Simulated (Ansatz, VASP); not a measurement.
# AlN: VASP beside Ansatz

Contents of INCAR:

```
PREC = Accurate
ENCUT = 520
EDIFF = 1E-7
ISMEAR = -1
SIGMA = 0.05
LREAL = F
LASPH = T
NELM = 80
ALGO = Normal
ISIF = 2
LWAVE = F
LCHARG = F
GGA = CA
NBANDS = 11
```

Contents of KPOINTS:

```
regular mesh
0
Gamma
  10 10 10
```

The input POSCAR:

```
AlN
1.0
    0.0000000000      2.1839935596      2.1839935596
    2.1839935596      0.0000000000      2.1839935596
    2.1839935596      2.1839935596      0.0000000000
Al N
1 1
Direct
    0.0000000000      0.0000000000      0.0000000000
    0.2500000000      0.2500000000      0.2500000000
```

File input.yaml:

```yaml
crystal:
  lattice:
    - [0.0, 2.1839935596, 2.1839935596]
    - [2.1839935596, 0.0, 2.1839935596]
    - [2.1839935596, 2.1839935596, 0.0]
  atoms:
    - { symbol: Al, position: [0.0, 0.0, 0.0] }
    - { symbol: "N", position: [0.25, 0.25, 0.25] }
kpoints:
  mp_grid: { grid: [10, 10, 10] }
scf:
  occupations: { method: fermi_dirac, width: 0.05 }
hamiltonian:
  xc: lda
  pseudopotentials: { kind: all_electron, lapw: { basis_error: 0.001 } }
output:
  forces: true
  stress: true
  eigenvalues: true
```

Alike in both runs: task single point; functional LDA; k mesh 10 × 10 × 10; occupations fermi-dirac, width 0.05 eV; no spin polarisation.

|  | VASP | Ansatz |
| --- | --- | --- |
| version | VASP 6.6.1 | Ansatz 0.2.0 |
| potentials or method | VASP PAW LDA potentials, release 64 (Al, N), cutoff 520 eV | all-electron LAPW, scalar-relativistic |

Ansatz gave:

```
gap on the k mesh at the Fermi level (eV) : 3.24
least direct gap on the mesh (eV)         : 4.23
pressure (GPa)                            : -3.6
```

Which values does VASP return?

gap on the k mesh at the Fermi level (eV): 3.22; least direct gap on the mesh (eV): 4.23; pressure (GPa): -3.0.

LDA's correlation is that of Perdew and Zunger in VASP and of Perdew and Wang (1992) in Ansatz. Ansatz ran all-electron here, and VASP with PAW potentials.
